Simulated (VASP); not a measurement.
# NaCl (R3m) in VASP: G0W0 quasiparticle levels with PBE

Aim: the G0W0 quasiparticle levels of NaCl with PBE.

All numbers are computed with VASP 6.6.1; they aren't measurements. Logs are shortened: lines on timing, memory, paths and dates and some standing lists are left out, and cuts for length are marked.

## (1) The cell of the first run

The structure is trigonal, space group R3m (No. 160). Conventional cell: a = 4.541 Å, b = 4.541 Å, c = 10.178 Å, α = 90.00°, β = 90.00°, γ = 120.00°. Within 3.5 Å of Na (site symmetry 3m) lie 4 Cl at 2.69 to 2.71 Å. Within 3.5 Å of Cl (site symmetry 3m) lie 4 Na at 2.69 to 2.71 Å.

## (2) G0W0 quasiparticle levels, PBE

Contents of POSCAR:

```
NaCl
1.0
   -0.1818304836      3.0289332837      3.0289332837
    3.0289332837     -0.1818304836      3.0289332837
    3.0289332837      3.0289332837     -0.1818304836
Na Cl
1 1
Direct
   -0.0071548580     -0.0071548580     -0.0071548580
    0.2571548580      0.2571548580      0.2571548580
```

Contents of INCAR.step1:

```
ALGO = Normal
EDIFF = 1E-8
ENCUT = 500
GGA = PE
ISMEAR = 0
LASPH = T
LCHARG = F
LREAL = F
LWAVE = T
NELM = 60
PREC = Accurate
SIGMA = 0.01
```

Contents of INCAR.step2:

```
ALGO = Exact
EDIFF = 1E-8
ENCUT = 500
GGA = PE
ISMEAR = 0
ISTART = 1
LASPH = T
LCHARG = F
LOPTICS = T
LREAL = F
LWAVE = T
NBANDS = 260
NELM = 1
PREC = Accurate
SIGMA = 0.01
```

Contents of INCAR.step3:

```
ALGO = EVGW0
EDIFF = 1E-8
ENCUT = 500
ENCUTGW = 150.0
GGA = PE
ISMEAR = 0
ISTART = 1
LASPH = T
LCHARG = F
LREAL = F
LWAVE = F
NBANDS = 260
NBANDSGW = 16
NELMGW = 1
NOMEGA = 48
PREC = Accurate
PRECFOCK = Fast
SIGMA = 0.01
```

Contents of KPOINTS:

```
k-points
0
Gamma
  4 4 4
```

Potentials or basis: VASP PAW PBE potentials, release 64 (Na_sv_GW, Cl_GW).

On the command line:

```bash
> cat potpaw_PBE.64/Na_sv_GW/POTCAR potpaw_PBE.64/Cl_GW/POTCAR > POTCAR
> cp INCAR.step1 INCAR
> mpirun -np 1 vasp_std > vasp.out
> cp INCAR.step2 INCAR
> mpirun -np 1 vasp_std > vasp.out
> cp INCAR.step3 INCAR
> mpirun -np 1 vasp_std > vasp.out
```

OUTCAR:

```text
EDIFF = 1E-8
   ENCUT = 500
   ENCUTGW = 150.0
   GGA = PE
   ISMEAR = 0
   ISTART = 1
   LASPH = T
   LREAL = F
   NELMGW = 1
   PREC = Accurate
   PRECFOCK = Fast

 ion  position               nearest neighbor table
   1  0.993  0.993  0.993-
   2  0.257  0.257  0.257-

  LATTYP: Found a trigonal (rhomboedric) cell.
 ALAT       =     4.2874160049
 COS(alpha) =     0.4391774637

  Lattice vectors:

 A1 = (  -0.1818304836,   3.0289332837,   3.0289332837)
 A2 = (   3.0289332837,  -0.1818304836,   3.0289332837)
 A3 = (   3.0289332837,   3.0289332837,  -0.1818304836)

Analysis of symmetry for initial positions (statically):
=====================================================================
 Subroutine PRICEL returns:
 Original cell was already a primitive cell.

 Routine SETGRP: Setting up the symmetry group for a
 trigonal (rhombohedral) supercell.

 Subroutine GETGRP returns: Found  6 space group operations
 (whereof  6 operations were pure point group operations)
 out of a pool of 12 trial point group operations.

The static configuration has the point symmetry C_3v.

Analysis of symmetry for dynamics (positions and initial velocities):
=====================================================================
 Subroutine PRICEL returns:
 Original cell was already a primitive cell.

 Routine SETGRP: Setting up the symmetry group for a
 trigonal (rhombohedral) supercell.

 Subroutine GETGRP returns: Found  6 space group operations
 (whereof  6 operations were pure point group operations)
 out of a pool of 12 trial point group operations.

The dynamic configuration has the point symmetry C_3v.

 Subroutine INISYM returns: Found  6 space group operations
 (whereof  6 operations are pure point group operations),
 and found     1 'primitive' translations

----------------------------------------------------------------------------------------

                                     Primitive cell

  volume of cell :      60.5761

  direct lattice vectors                    reciprocal lattice vectors
    -0.181830484  3.028933284  3.028933284    -0.150907332  0.160545043  0.160545043
     3.028933284 -0.181830484  3.028933284     0.160545043 -0.150907332  0.160545043
     3.028933284  3.028933284 -0.181830484     0.160545043  0.160545043 -0.150907332

  length of vectors
     4.287416005  4.287416005  4.287416005     0.272621430  0.272621430  0.272621430

  position of ions in fractional coordinates (direct lattice)
     0.992845142  0.992845142  0.992845142
     0.257154858  0.257154858  0.257154858

  ion indices of the primitive-cell ions
   primitive index   ion index
                 1           1
                 2           2

----------------------------------------------------------------------------------------

 KPOINTS: k-points

Automatic generation of k-mesh.
 Grid dimensions read from file:
 generate k-points for:    4    4    4

 Generating k-lattice:

  Cartesian coordinates                     Fractional coordinates (reciprocal lattice)
    -0.037726833  0.040136261  0.040136261     0.250000000  0.000000000 -0.000000000
     0.040136261 -0.037726833  0.040136261     0.000000000  0.250000000 -0.000000000
     0.040136261  0.040136261 -0.037726833     0.000000000  0.000000000  0.250000000

  Length of vectors
     0.068155358  0.068155358  0.068155358

  Shift w.r.t. Gamma in fractional coordinates (k-lattice)
     0.000000000  0.000000000  0.000000000

 Subroutine IBZKPT returns following result:
 ===========================================

 Found     13 irreducible k-points:

 Following reciprocal coordinates:
            Coordinates               Weight
  0.000000  0.000000  0.000000      1.000000
  0.250000  0.000000  0.000000      6.000000
  0.500000  0.000000  0.000000      3.000000
  0.250000  0.250000 -0.000000      6.000000
  0.500000  0.250000  0.000000     12.000000
 -0.250000  0.250000  0.000000      6.000000
  0.500000  0.500000 -0.000000      3.000000
  0.250000  0.250000  0.250000      2.000000
  0.500000  0.250000  0.250000      6.000000
 -0.250000  0.250000  0.250000      6.000000
  0.500000  0.500000  0.250000      6.000000
 -0.250000  0.500000  0.250000      6.000000
  0.500000  0.500000  0.500000      1.000000
   k-points           NKPTS =     13   k-points in BZ     NKDIM =     64   number of bands    NBANDS=    260
   number of dos      NEDOS =    301   number of ions     NIONS =      2
   total plane-waves  NPLWV =  32768
   dimension x,y,z NGX =    32 NGY =   32 NGZ =   32
   dimension x,y,z NGXF=    64 NGYF=   64 NGZF=   64
   ions per type =               1   1
   NGX,Y,Z   is equivalent  to a cutoff of  12.41, 12.41, 12.41 a.u.
   NGXF,Y,Z  is equivalent  to a cutoff of  24.82, 24.82, 24.82 a.u.
 SYSTEM =  unknown system
   PREC   = accura    normal or accurate (medium, high low for compatibility)
   ISTART =      1    job   : 0-new  1-cont  2-samecut
   ICHARG =      0    charge: 1-file 2-atom 10-const
   ISPIN  =      1    spin polarized calculation?
   LNONCOLLINEAR =      F non collinear calculations
   LSORBIT =      F    spin-orbit coupling
   LASPH  =      T    aspherical Exc in radial PAW
   ENCUT  =  500.0 eV  36.75 Ry    6.06 a.u.   7.82  7.82  7.82*2*pi/ulx,y,z
   NELM   =     60;   NELMIN=  2; NELMDL=  0     # of ELM steps
   EDIFF  = 0.1E-07   stopping-criterion for ELM
   LREAL  =      F    real-space projection
   EDIFFG = 0.1E-06   stopping-criterion for IOM
   NSW    =      0    number of steps for IOM
   IBRION =     -1    ionic relax: 0-MD 1-quasi-New 2-CG
   NFREE  =      0    steps in history (QN), initial steepest desc. (CG)
   ISIF   =      0    stress and relaxation
   ISYM   =      3    0-nonsym 1-usesym 2-fastsym
   POTIM  = 0.5000    time-step for ionic-motion
   TEBEG  =    0.0;   TEEND  =   0.0 temperature during run
   PSTRESS=    0.0 pullay stress
   NELECT =      16.0000    total number of electrons
   NUPDOWN=      -1.0000    fix difference up-down
   EMIN   =  10.00;   EMAX   =-10.00  energy-range for DOS
   EFERMI =   0.00;   METHOD = LEGACY
   ISMEAR =     0;   SIGMA  =   0.01  broadening in eV -4-tet -1-fermi 0-gaus
   EFERMI_NEDOS =   21; number of points for ismear=-14 and -15
   IALGO  =     38    algorithm
   IMIX   =      4    mixing-type and parameters
     AMIX     =   0.40;   BMIX     =  1.00
     AMIX_MAG =   1.60;   BMIX_MAG =  1.00
  volume/ion in A,a.u.               =      30.29       204.39
  Fermi-wavevector in a.u.,A,eV,Ry     =   1.050383  1.984936 15.011374  1.103305
  Thomas-Fermi vector in A             =   2.185384
   LORBIT       =      0    0 simple, 1 ext, 2 COOP (PROOUT), +10 PAW based schemes
   GGA     = PE    functional components
   LHFCALC =     T    Hartree Fock is set to
   PRECFOCK=fast      Normal, Fast or Accurate (Low or Medium for compatibility)
   ENCUT4O =  -1.0   cutoff for four orbital integrals eV
   NKREDX  =     1    reduce k-point grid by
   NKREDY  =     1    reduce k-point grid by
   NKREDZ  =     1    reduce k-point grid by
   AEXX    =    1.0000 exact exchange contribution
   HFSCREEN=    0.0000 screening length (either q_TF or 0.3 A-1)
   HFSCREENC=   0.0000 screening length for correlation (either q_TF or 0.3 A-1)
   ENCUTFOCK=  -1.0 apply spherical cutoff to Coloumb kernel
   IVDW    =     0    specifies the selected vdW correction
   LEPSILON=     F    determine dielectric tensor
   LRPA    =     F    only Hartree local field effects (RPA)
   LRPAFORCE           =     F    calculate RPA forces
   ENCUTGW             = 150.0    cutoff for response function in eV
   ENCUTGWSOFT         = 120.0    soft cutoff for Coulomb kernel in GW response function in eV
   ENCUTLF             =  -1.0    cutoff for local field effects
   NELMGW              =     1    number of iterations in solving QP/BSE equation
   NELMHF              =     1    number of iterations in the inner HF iteration
   NKREDLFX            =     1    NKREDLFY  =   1   NKREDLFZ  =   1
 non-spin polarized calculation
 Gauss-broadening in eV      SIGMA  =   0.01
  energy-cutoff  :      500.00
  volume of cell :       60.58
 maximum number of plane-waves:      1561
  NGX = 18; NGY = 18; NGZ = 18
   NGX = 15   NGY = 15   NGZ = 15
 maximum number of plane-waves:       265
 NGX is ok and might be reduce to    18

 QP shifts <psi_nk| G(iteration)W_0 |psi_nk>: iteration 1
 for sc-GW calculations column KS-energies equals QP-energies in previous step
 and V_xc(KS)=  KS-energies - (<T + V_ion + V_H > + <T+V_H+V_ion>^1  + <V_x>^1)

 k-point   1 :       0.0000    0.0000    0.0000
  band No.  KS-energies  QP-energies   sigma(KS)   V_xc(KS)     V^pw_x(r,r')   Z            occupation Imag(sigma)

      1     -51.4131     -60.8361     -41.4071     -29.2770     -49.1388       0.7768       2.0000       0.4890
      2     -23.3602     -29.4591     -35.7834     -28.3048     -41.3395       0.8155       2.0000       0.2436
      3     -23.3523     -29.4710     -35.7820     -28.3039     -41.3457       0.8182       2.0000       0.2447
      4     -23.3523     -29.4710     -35.7820     -28.3039     -41.3457       0.8182       2.0000       0.2447
      5     -14.7271     -16.4603     -17.6351     -15.1530     -24.3427       0.6983       2.0000       1.6045
      6      -2.6928      -5.0147     -16.9404     -14.0359     -18.5461       0.7994       2.0000       0.1959
[... 8 lines left out ...]
     15      12.4241      13.2283      -4.3478      -5.2913      -1.2537       0.8524       0.0000      -0.4133
     16      12.4241      13.2283      -4.3478      -5.2913      -1.2537       0.8524       0.0000      -0.4133

 k-point   2 :       0.2500    0.0000    0.0000
  band No.  KS-energies  QP-energies   sigma(KS)   V_xc(KS)     V^pw_x(r,r')   Z            occupation Imag(sigma)

      1     -51.4129     -60.8613     -41.4071     -29.2773     -49.1389       0.7789       2.0000       0.4889
      2     -23.3626     -29.4442     -35.7672     -28.2892     -41.3255       0.8133       2.0000       0.2471
      3     -23.3561     -29.4058     -35.7689     -28.2914     -41.3328       0.8090       2.0000       0.2478
      4     -23.3526     -29.4676     -35.7813     -28.3022     -41.3450       0.8176       2.0000       0.2449
      5     -14.6656     -16.3968     -17.7404     -15.2649     -24.4324       0.6993       2.0000       1.5810
      6      -3.2310      -5.6197     -16.0363     -13.0285     -17.6594       0.7942       2.0000       0.2109
[... 8 lines left out ...]
     15      11.2693      12.1594      -4.5904      -5.6338      -1.5768       0.8532       0.0000      -0.3411
     16      14.4921      15.9148      -6.2489      -7.9248      -2.7686       0.8489       0.0000      -0.4812

 k-point   3 :       0.5000    0.0000    0.0000
  band No.  KS-energies  QP-energies   sigma(KS)   V_xc(KS)     V^pw_x(r,r')   Z            occupation Imag(sigma)

      1     -51.4128     -60.8889     -41.4071     -29.2775     -49.1390       0.7812       2.0000       0.4888
      2     -23.3673     -29.3910     -35.7336     -28.2606     -41.2965       0.8061       2.0000       0.2542
      3     -23.3582     -29.4040     -35.7704     -28.2921     -41.3318       0.8084       2.0000       0.2471
      4     -23.3531     -29.4602     -35.7796     -28.3005     -41.3431       0.8166       2.0000       0.2450
      5     -14.6029     -16.3382     -17.8480     -15.3802     -24.5247       0.7031       2.0000       1.5580
      6      -3.6730      -6.1441     -15.5655     -12.4446     -17.2522       0.7918       2.0000       0.2310
[... 174 lines left out ...]
      1     -51.4127     -61.0435     -41.4070     -29.2778     -49.1391       0.7940       2.0000       0.4888
      2     -23.3694     -29.3786     -35.7343     -28.2614     -41.2957       0.8041       2.0000       0.2546
      3     -23.3588     -29.3784     -35.7571     -28.2804     -41.3214       0.8051       2.0000       0.2496
      4     -23.3559     -29.3990     -35.7699     -28.2899     -41.3324       0.8079       2.0000       0.2453
      5     -14.5515     -16.3088     -17.9218     -15.4618     -24.5864       0.7144       2.0000       1.5414
      6      -3.3077      -5.7188     -16.1519     -13.1100     -17.8185       0.7926       2.0000       0.2189
[... 8 lines left out ...]
     15      11.8922      13.7734      -7.4858      -9.7342      -4.0917       0.8367       0.0000      -0.3036
     16      12.9016      14.9413      -8.1026     -10.5569      -4.4835       0.8311       0.0000      -0.3446

 k-point  13 :       0.5000    0.5000    0.5000
  band No.  KS-energies  QP-energies   sigma(KS)   V_xc(KS)     V^pw_x(r,r')   Z            occupation Imag(sigma)

      1     -51.4128     -60.8977     -41.4069     -29.2777     -49.1389       0.7820       2.0000       0.4889
      2     -23.3732     -29.3555     -35.7251     -28.2524     -41.2836       0.8005       2.0000       0.2536
      3     -23.3544     -29.4421     -35.7739     -28.2966     -41.3369       0.8142       2.0000       0.2451
      4     -23.3544     -29.4421     -35.7739     -28.2966     -41.3369       0.8142       2.0000       0.2451
      5     -14.5681     -16.3125     -17.8711     -15.4119     -24.5395       0.7093       2.0000       1.5493
      6      -3.6045      -6.0787     -15.6994     -12.5693     -17.4165       0.7905       2.0000       0.2332
[... 8 lines left out ...]
     15      12.2764      14.2364      -7.8059     -10.1568      -4.3395       0.8337       0.0000      -0.3044
     16      12.9347      14.8093      -7.5392      -9.7751      -3.9921       0.8384       0.0000      -0.3652
```

Run time: 11 min. Hardware: 1 thread of Intel Xeon Platinum 8488C (Sapphire Rapids), shared host; peak memory 0.95 GiB.

What came out:

```yaml
Band_gap_on_the_k_mesh_mean-field_level: 4.70 eV, direct
Quasiparticle_gap: 7.84 eV
Least_direct_quasiparticle_gap: 7.84 eV
```

Caveat: the k points lie up to 0.43 Å⁻¹ apart; bands, screening cutoff and mesh are small and nothing is extrapolated, so the quasiparticle values aren't converged.
